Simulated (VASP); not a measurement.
Write the native input for VASP 6.6.1 that does the following.

```
Task                   : single point
Functional             : r2SCAN
Potentials or basis    : VASP PAW PBE potentials, release 64 (Mg, S)
Cutoff                 : 520 eV
k mesh                 : 7 × 7 × 7
Occupations            : gaussian, width 0.01 eV
Spin                   : no spin polarisation
Dipole correction      : no
Further INCAR settings : ALGO = Normal; EDIFF = 1e-07; NBANDS = 11
```

MgS (Niningerite):

```
Mg S
1.0
     0.00000    2.40595    2.40595
     2.40595    0.00000    2.40595
     2.40595    2.40595    0.00000
Mg S
1 1
Direct
  0.00000 0.00000 0.00000
  0.50000 0.50000 0.50000
```

These files were run (other wordings do the same):

POSCAR

```
MgS
1.0
    0.0000000000      2.4059473560      2.4059473560
    2.4059473560      0.0000000000      2.4059473560
    2.4059473560      2.4059473560      0.0000000000
Mg S
1 1
Direct
    0.0000000000      0.0000000000      0.0000000000
    0.5000000000      0.5000000000      0.5000000000
```

INCAR.step1

```
SYSTEM = MgS
PREC = Accurate
ENCUT = 520
ISMEAR = 0
SIGMA = 0.01
LREAL = .False.
LASPH = .True.
NELM = 100
NBANDS = 11
GGA = PE
ALGO = Normal
EDIFF = 1E-4
LWAVE = .True.
LCHARG = .False.
```

INCAR.step2

```
SYSTEM = MgS
PREC = Accurate
ENCUT = 520
EDIFF = 1E-7
ISMEAR = 0
SIGMA = 0.01
LREAL = .False.
LASPH = .True.
NELM = 100
ALGO = Normal
ISIF = 2
LWAVE = .False.
LCHARG = .False.
METAGGA = R2SCAN
LMIXTAU = .True.
NBANDS = 11
ISTART = 1
```

KPOINTS

```
regular mesh
0
Gamma
  7 7 7
  0 0 0
```

Potentials or basis: VASP PAW PBE potentials, release 64 (Mg, S).

Run with:

```bash
$ cat potpaw_PBE.64/Mg/POTCAR potpaw_PBE.64/S/POTCAR > POTCAR
$ cp INCAR.step1 INCAR
$ mpirun -np 1 vasp_std > vasp.out
$ cp INCAR.step2 INCAR
$ mpirun -np 1 vasp_std > vasp.out
```

Results of the run:

```
Pressure               : 29.5 GPa
Band gap on the k mesh : 4.13 eV, indirect (least direct gap 6.39 eV)
```

Caveat: the PAW data sets were made with another functional, which shifts forces and pressure a little.

Run time: 20 s on 1 thread of Intel(R) Xeon(R) 6975P-C (Granite Rapids), on a shared host, peak memory 0.16 GiB.
